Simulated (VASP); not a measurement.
Crystal: Sr4SbO3.

```
Sr Sb O
1.0
     5.25018    0.00000    0.00000
     0.00000    5.25018    0.00000
     0.00000    0.00000    5.25018
Sr Sb O
4 1 3
Direct
  0.50000 0.00000 0.00000
  0.50000 0.50000 0.50000
  0.00000 0.00000 0.50000
  0.00000 0.50000 0.00000
  0.00000 0.00000 0.00000
  0.00000 0.50000 0.50000
  0.50000 0.00000 0.50000
  0.50000 0.50000 0.00000
```

```yaml
Program: VASP 6.6.1
Task: relaxation of cell and atoms
Functional: PBE
Potentials_or_basis: VASP PAW PBE potentials, release 64 (Sr_sv, Sb, O)
Cutoff: 600 eV
k_mesh: 4 × 4 × 4
Occupations: gaussian, width 0.1 eV
Spin: no spin polarisation
```

At the start: pressure 25.7 GPa; volume 18.09 Å³/atom.

Where does the relaxation end?

Over 4 steps the energy falls by 375.2 meV/atom and the volume is 24.11 Å³/atom (+33.3 %); space group Pm-3m (No. 221, to 0.05 Å).

Step by step:
| step | energy change (eV) | largest force (eV/Å) | pressure (GPa) | volume (Å³) |
| --- | --- | --- | --- | --- |
| 1 | 0.0000 | 0.0000 | 25.74 | 144.72 |
| 2 | -2.6783 | 0.0000 | -4.35 | 214.52 |
| 3 | -3.0004 | 0.0000 | 0.33 | 191.47 |
| 4 | -3.0016 | 0.0000 | -0.05 | 192.89 |

Final structure:
```xyz
8
Lattice="5.7779 0.0000 0.0000 0.0000 5.7779 0.0000 0.0000 0.0000 5.7779" Properties=species:S:1:pos:R:3 pbc="T T T"
Sr    2.8890    0.0000    0.0000
Sr    2.8890    2.8890    2.8890
Sr    0.0000    0.0000    2.8890
Sr    0.0000    2.8890    0.0000
Sb    0.0000    0.0000    0.0000
O     0.0000    2.8890    2.8890
O     2.8890    0.0000    2.8890
O     2.8890    2.8890    0.0000
```

Caveat: the volume moved by over 15 % at a fixed basis, so the end points are rough; an odd number of electrons without spin polarisation forces a metal; a magnetic or distorted state may lie lower.
